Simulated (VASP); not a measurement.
Hf2Br3:

```xyz
10
Lattice="3.4584 1.9967 6.2947 -3.4584 1.9967 6.2947 0.0000 -3.9934 6.2947" Properties=species:S:1:pos:R:3 pbc="T T T"
Hf    0.0000    0.0000   16.0927
Hf    0.0000    0.0000   12.2336
Hf    0.0000    0.0000    2.7915
Hf    0.0000    0.0000    6.6506
Br   -1.3401   -1.9967    7.8684
Br    2.3992   -0.1622    7.8684
Br   -1.0591    2.1589    7.8684
Br    1.3401    1.9967   11.0158
Br   -2.3992    0.1622   11.0158
Br    1.0591   -2.1589   11.0158
```

* Program: VASP 6.6.1
* Task: relaxation of cell and atoms
* Functional: PBE
* Potentials or basis: VASP PAW PBE potentials, release 64 (Hf_pv, Br)
* Cutoff: 600 eV
* k mesh: 3 × 3 × 3
* Occupations: gaussian, width 0.1 eV
* Spin: no spin polarisation

At the start: pressure -2.5 GPa; volume 26.08 Å³/atom.

Problem. Where does the relaxation end?

Solution. Over 28 steps the energy falls by 411.6 meV/atom and the volume is 23.28 Å³/atom (-10.7 %); space group R-3c (No. 167, to 0.1 Å) before and after.

Step by step:
```
step  energy change (eV)  largest force (eV/Å)  pressure (GPa)  volume (Å³)
   1              0.0000                1.3824           -2.48       260.80
   2             -0.4775                1.3452            0.73       245.84
   3             -0.5860                1.1442            4.20       235.33
   4             -0.8395                0.9760            4.38       234.77
   5             -1.4412                1.5431            5.30       233.08
   6             -1.0541                2.9792           10.82       229.65
   7             -1.5834                1.9457            6.41       232.04
   8             -2.0035                1.7230            4.24       236.99
   9             -2.6877                1.0638           -0.67       252.18
  10             -2.7402                0.8238           -1.90       257.57
  11             -2.8725                0.7326           -1.83       254.90
  12             -3.1997                0.4462           -1.35       246.99
  13             -3.4272                0.2412            1.03       231.52
  14             -3.4372                0.0938            0.39       234.54
  15             -3.5040                0.1758           -0.17       234.85
  16             -3.6277                0.4465           -1.28       235.32
  17             -3.6431                0.5794           -1.55       235.31
  18             -3.6913                0.5982           -1.06       233.06
  19             -3.7403                0.6746            1.05       226.11
  20             -3.7462                0.6542            0.34       228.14
  21             -3.8079                0.5748            0.47       227.98
  22             -3.9501                0.4438            1.03       227.50
  23             -3.9497                0.8581            2.77       226.45
  24             -4.0053                0.6245            1.75       227.02
  25             -4.0718                0.4537            0.47       231.05
  26             -4.0944                0.2895           -0.71       235.23
  27             -4.1099                0.1572           -0.37       234.07
  28             -4.1158                0.0152            0.02       232.82
```

Final structure:
```cif
data_structure
_symmetry_space_group_name_H-M 'P 1'
_symmetry_Int_Tables_number 1
_cell_length_a 8.3384
_cell_length_b 8.3384
_cell_length_c 8.3384
_cell_angle_alpha 41.792
_cell_angle_beta 41.792
_cell_angle_gamma 41.792
_cell_volume 232.82
loop_
_atom_site_label
_atom_site_type_symbol
_atom_site_fract_x
_atom_site_fract_y
_atom_site_fract_z
_atom_site_occupancy
Hf1 Hf 0.83109 0.83109 0.83109 1
Hf2 Hf 0.66891 0.66891 0.66891 1
Hf3 Hf 0.16891 0.16891 0.16891 1
Hf4 Hf 0.33109 0.33109 0.33109 1
Br1 Br 0.09053 0.40947 0.75000 1
Br2 Br 0.75000 0.09053 0.40947 1
Br3 Br 0.40947 0.75000 0.09053 1
Br4 Br 0.90947 0.59053 0.25000 1
Br5 Br 0.25000 0.90947 0.59053 1
Br6 Br 0.59053 0.25000 0.90947 1
```

Caveat: the k points lie up to 0.42 Å⁻¹ apart in the final cell.
